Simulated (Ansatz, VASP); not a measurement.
## BeS in VASP and in Ansatz

```
Be S
1.0
     0.00000    2.31730    2.31730
     2.31730    0.00000    2.31730
     2.31730    2.31730    0.00000
Be S
1 1
Direct
  0.00000 0.00000 0.00000
  0.50000 0.50000 0.50000
```

Alike in both runs: task single point; functional r2SCAN; k mesh 8 × 8 × 8; no spin polarisation.

```csv
,VASP,Ansatz
version,VASP 6.6.1,Ansatz 0.2.0
potentials or method,"VASP PAW PBE potentials, release 64 (Be, S)","plane waves, PAW"
plane-wave cutoff (eV),520,500
occupations,"gaussian, width 0.01 eV",fixed
valence electrons in the cell,8,8
```

```csv
,VASP,Ansatz,Ansatz less VASP
gap on the k mesh at the Fermi level (eV),1.35,1.35,-0.003
```

VASP's potentials were made for PBE, not for r2SCAN.
